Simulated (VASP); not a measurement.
The system is SiC.

```
Si C
1.0
     3.08100    0.00000    0.00000
    -1.54050    2.66822    0.00000
     0.00000    0.00000   15.12480
Si C
6 6
Direct
  0.00000 0.00000 0.00000
  0.00000 0.00000 0.50000
  0.33333 0.66667 0.16640
  0.66667 0.33333 0.66640
  0.66667 0.33333 0.33290
  0.33333 0.66667 0.83290
  0.33333 0.66667 0.04120
  0.66667 0.33333 0.54120
  0.66667 0.33333 0.20800
  0.33333 0.66667 0.70800
  0.00000 0.00000 0.37460
  0.00000 0.00000 0.87460
```

Base run:

| Item | Value |
| --- | --- |
| Program | VASP 6.6.1 |
| Functional | PBE |
| Potentials or basis | VASP PAW PBE potentials, release 64 (Si, C) |
| Cutoff | 520 eV |
| k mesh | 10 × 10 × 2, shifted |
| Occupations | fermi-dirac, width 0.02 eV |
| Spin | no spin polarisation |

Its results: band gap on the k mesh 2.13 eV (least direct gap 3.21 eV); pressure 2.8 GPa; largest force 0.175 eV/Å.

Question: The run is repeated on the same cell with these changes: k mesh from 10 × 10 × 2, shifted to 10 × 10 × 2, through Γ; further incar settings from ALGO = Normal; EDIFF = 1e-08; NBANDS = 36; ISYM = 0 to ALGO = Normal; EDIFF = 1e-08; NBANDS = 36. What comes out?

Answer: Band gap on the k mesh 2.01 eV (least direct gap 3.12 eV); pressure 2.8 GPa; largest force 0.175 eV/Å.

Caveats: a shifted mesh leaves out Γ, where band edges can lie (at least some runs).

A k mesh can miss the band edges.
